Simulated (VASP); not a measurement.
# NaI (Fm-3m) in VASP: a series of runs

Aim: see how the results for NaI move with the level of theory and the settings. Levels: r2SCAN, LDA, PBE. Tasks: single point.

Everything below comes from runs of VASP 6.6.1. Logs are shortened: lines on timing, memory, paths and dates and some standing lists are left out, and cuts for length are marked.

## 1. The cell of the first run

The structure is cubic, space group Fm-3m (No. 225). Conventional cell: a = 6.600 Å, b = 6.600 Å, c = 6.600 Å, α = 90.00°, β = 90.00°, γ = 90.00°. Within 4.3 Å of I (site symmetry m-3m) lie 6 Na at 3.30 Å. Within 4.3 Å of Na (site symmetry m-3m) lie 6 I at 3.30 Å.

## 2. Single point, r2SCAN

POSCAR reads:

```
NaI
1.0
    0.0000000000      3.2998749385      3.2998749385
    3.2998749385      0.0000000000      3.2998749385
    3.2998749385      3.2998749385      0.0000000000
I Na
1 1
Direct
    0.5000000000      0.5000000000      0.5000000000
    0.0000000000      0.0000000000      0.0000000000
```

INCAR.step1 reads:

```
SYSTEM = NaI
ALGO = Normal
EDIFF = 1E-4
ENCUT = 520
GGA = PE
ISMEAR = -1
LASPH = .TRUE.
LCHARG = .FALSE.
LREAL = .FALSE.
LWAVE = .TRUE.
NBANDS = 14
NELM = 60
PREC = Accurate
SIGMA = 0.05
```

INCAR.step2 reads:

```
SYSTEM = NaI
ALGO = Normal
EDIFF = 1E-7
ENCUT = 520
ISIF = 2
ISMEAR = -1
ISTART = 1
LASPH = .TRUE.
LCHARG = .FALSE.
LMIXTAU = .TRUE.
LREAL = .FALSE.
LWAVE = .FALSE.
METAGGA = R2SCAN
NBANDS = 14
NELM = 60
PREC = Accurate
SIGMA = 0.05
```

KPOINTS reads:

```
k-points
0
G
  7 7 7
  0 0 0
```

Potentials or basis: VASP PAW PBE potentials, release 64 (I, Na_pv).

On the command line:

```bash
> cat potpaw_PBE.64/I/POTCAR potpaw_PBE.64/Na_pv/POTCAR > POTCAR
> cp INCAR.step1 INCAR
> mpirun -np 1 vasp_std > vasp.out
> cp INCAR.step2 INCAR
> mpirun -np 1 vasp_std > vasp.out
```

OUTCAR:

```text
SYSTEM = NaI
   EDIFF = 1E-7
   ENCUT = 520
   ISIF = 2
   ISMEAR = -1
   ISTART = 1
   LASPH = .TRUE.
   LREAL = .FALSE.
   METAGGA = R2SCAN
   NELM = 60
   PREC = Accurate

 ion  position               nearest neighbor table
   1  0.500  0.500  0.500-
   2  0.000  0.000  0.000-

  LATTYP: Found a face centered cubic cell.
 ALAT       =     6.5997498770

  Lattice vectors:

 A1 = (   0.0000000000,   3.2998749385,   3.2998749385)
 A2 = (   3.2998749385,   0.0000000000,   3.2998749385)
 A3 = (   3.2998749385,   3.2998749385,   0.0000000000)

Analysis of symmetry for initial positions (statically):
=====================================================================
 Subroutine PRICEL returns:
 Original cell was already a primitive cell.

 Routine SETGRP: Setting up the symmetry group for a
 face centered cubic supercell.

 Subroutine GETGRP returns: Found 48 space group operations
 (whereof 48 operations were pure point group operations)
 out of a pool of 48 trial point group operations.

The static configuration has the point symmetry O_h .

Analysis of symmetry for dynamics (positions and initial velocities):
=====================================================================
 Subroutine PRICEL returns:
 Original cell was already a primitive cell.

 Routine SETGRP: Setting up the symmetry group for a
 face centered cubic supercell.

 Subroutine GETGRP returns: Found 48 space group operations
 (whereof 48 operations were pure point group operations)
 out of a pool of 48 trial point group operations.

The dynamic configuration has the point symmetry O_h .

 Subroutine INISYM returns: Found 48 space group operations
 (whereof 48 operations are pure point group operations),
 and found     1 'primitive' translations

----------------------------------------------------------------------------------------

                                     Primitive cell

  volume of cell :      71.8658

  direct lattice vectors                    reciprocal lattice vectors
     0.000000000  3.299874938  3.299874938    -0.151520894  0.151520894  0.151520894
     3.299874938  0.000000000  3.299874938     0.151520894 -0.151520894  0.151520894
     3.299874938  3.299874938  0.000000000     0.151520894  0.151520894 -0.151520894

  length of vectors
     4.666727892  4.666727892  4.666727892     0.262441886  0.262441886  0.262441886

[... 81 lines left out ...]
   ISIF   =      2    stress and relaxation
   ISYM   =      2    0-nonsym 1-usesym 2-fastsym
   POTIM  = 0.5000    time-step for ionic-motion
   TEBEG  =    0.0;   TEEND  =   0.0 temperature during run
   PSTRESS=    0.0 pullay stress
   NELECT =      14.0000    total number of electrons
   NUPDOWN=      -1.0000    fix difference up-down
   EMIN   =  10.00;   EMAX   =-10.00  energy-range for DOS
   EFERMI =   0.00;   METHOD = LEGACY
   ISMEAR =    -1;   SIGMA  =   0.05  broadening in eV -4-tet -1-fermi 0-gaus
   EFERMI_NEDOS =   21; number of points for ismear=-14 and -15
   IALGO  =     38    algorithm
   IMIX   =      4    mixing-type and parameters
     AMIX     =   0.40;   BMIX     =  1.00
     AMIX_MAG =   1.60;   BMIX_MAG =  1.00
  volume/ion in A,a.u.               =      35.93       242.49
  Fermi-wavevector in a.u.,A,eV,Ry     =   0.949023  1.793393 12.254012  0.900644
  Thomas-Fermi vector in A             =   2.077267
   LORBIT       =      0    0 simple, 1 ext, 2 COOP (PROOUT), +10 PAW based schemes
   METAGGA = R2SCAN    functional components
   LHFCALC =     F    Hartree Fock is set to
   AEXX    =    0.0000 exact exchange contribution
   IVDW    =     0    specifies the selected vdW correction
   LEPSILON=     F    determine dielectric tensor
   LRPA    =     F    only Hartree local field effects (RPA)
 non-spin polarized calculation
  energy-cutoff  :      520.00
  volume of cell :       71.87
 maximum number of plane-waves:      1948
   NGX = 17   NGY = 17   NGZ = 17

 number of electron      14.0000004 magnetization

 Free energy of the ion-electron system (eV)
  ---------------------------------------------------
  ext. energy  EPLUGINS =         0.00000000
  ---------------------------------------------------
  free energy    TOTEN  =       -31.06994324 eV

  energy without entropy =      -31.06994324  energy(sigma->0) =      -31.06994324

 E-fermi :   1.1221     XC(G=0):  -7.8215

 val. band max:        0.0899653759   @ k =   0.0000   0.0000   0.0000
 cond. band min:       4.3586539397   @ k =   0.0000   0.0000   0.0000
 fundamental gap:      4.2686885638
 Fermi energy:         1.1221195788

 k-point     1 :       0.0000    0.0000    0.0000
  band No.  band energies     occupation
      1     -23.2301      2.00000
      2     -23.2300      2.00000
      3     -23.2300      2.00000
      4     -11.1104      2.00000
      5       0.0900      2.00000
      6       0.0900      2.00000
      7       0.0900      2.00000
      8       4.3587      0.00000
      9       8.5600      0.00000
     10       8.5600      0.00000
     11       8.5600      0.00000
     12      10.3225      0.00000
     13      10.3225      0.00000
     14      11.1319      0.00000
[... 309 lines left out ...]
      1     -23.2321      2.00000
      2     -23.2320      2.00000
      3     -23.2310      2.00000
      4     -10.7589      2.00000
      5      -1.2696      2.00000
      6      -1.2029      2.00000
      7      -0.5912      2.00000
      8       6.4312      0.00000
      9       7.6190      0.00000
     10       8.5063      0.00000
     11       8.9610      0.00000
     12      11.6149      0.00000
     13      12.2195      0.00000
     14      14.1693      0.00000

------------------------ aborting loop because EDIFF is reached ----------------------------------------

  FORCE on cell =-STRESS in cart. coord.  units (eV):
  Direction    XX          YY          ZZ          XY          YZ          ZX
  --------------------------------------------------------------------------------------
  -------------------------------------------------------------------------------------
  Total       -0.4533000     -0.4533000     -0.4533000      0.0000000      0.0000000     -0.0000000
  in kB      -10.1058747    -10.1058747    -10.1058747      0.0000000      0.0000000     -0.0000000
  external PRESSURE =     -10.1058747 kB  Pullay stress =       0.0000000 kB

 VOLUME and BASIS-vectors are now :
 -----------------------------------------------------------------------------
  energy-cutoff  :      520.00
  volume of cell :       71.87
      direct lattice vectors                 reciprocal lattice vectors
     0.000000000  3.299874938  3.299874938    -0.151520894  0.151520894  0.151520894
     3.299874938  0.000000000  3.299874938     0.151520894 -0.151520894  0.151520894
     3.299874938  3.299874938  0.000000000     0.151520894  0.151520894 -0.151520894

 POSITION                                       TOTAL-FORCE (eV/Angst)
 -----------------------------------------------------------------------------------
      3.29987      3.29987      3.29987         0.000000      0.000000      0.000000
      0.00000      0.00000      0.00000         0.000000      0.000000     -0.000000
 -----------------------------------------------------------------------------------
    total drift:                                0.000000      0.000000      0.000000

  FREE ENERGIE OF THE ION-ELECTRON SYSTEM (eV)
  ---------------------------------------------------
  free  energy   TOTEN  =       -31.0699432416 eV

  energy  without entropy=      -31.0699432416  energy(sigma->0) =      -31.06994324
```

OSZICAR.step1:

```text
N       E                     dE             d eps       ncg     rms          rms(c)
DAV:   1     0.840285799344E+02    0.84029E+02   -0.65988E+03   560   0.873E+02
DAV:   2     0.136869652282E+01   -0.82660E+02   -0.75194E+02   602   0.220E+02
DAV:   3    -0.528860550983E+01   -0.66573E+01   -0.66088E+01   704   0.593E+01
DAV:   4    -0.545787655527E+01   -0.16927E+00   -0.16922E+00   718   0.101E+01
DAV:   5    -0.546145939711E+01   -0.35828E-02   -0.35828E-02   742   0.138E+00    0.158E+00
DAV:   6    -0.539216231981E+01    0.69297E-01   -0.81341E-02   674   0.161E+00    0.107E+00
DAV:   7    -0.538212857249E+01    0.10034E-01   -0.70782E-02   710   0.133E+00    0.617E-01
DAV:   8    -0.538450290786E+01   -0.23743E-02   -0.60793E-03   644   0.601E-01    0.178E-01
DAV:   9    -0.538445797047E+01    0.44937E-04   -0.20863E-04   662   0.122E-01
   1 F= -.53844580E+01 E0= -.53844580E+01  d E =-.426170E-10
```

Run time: 42 s. Hardware: 1 thread of Intel Xeon 6975P-C (Granite Rapids), shared host; peak memory 0.21 GiB.

Results:

- Free energy: -31.0699 eV
- Pressure: -1.0 GPa
- Band gap on the k mesh: 4.27 eV, direct

Caveat: the PAW data sets were made with another functional, which shifts forces and pressure a little; spin-orbit coupling is left out, which moves the levels of the heavy elements. r2SCAN opens gaps a little over a GGA but as a rule still falls short of measured ones.

(Continued in part 2 of 2.)
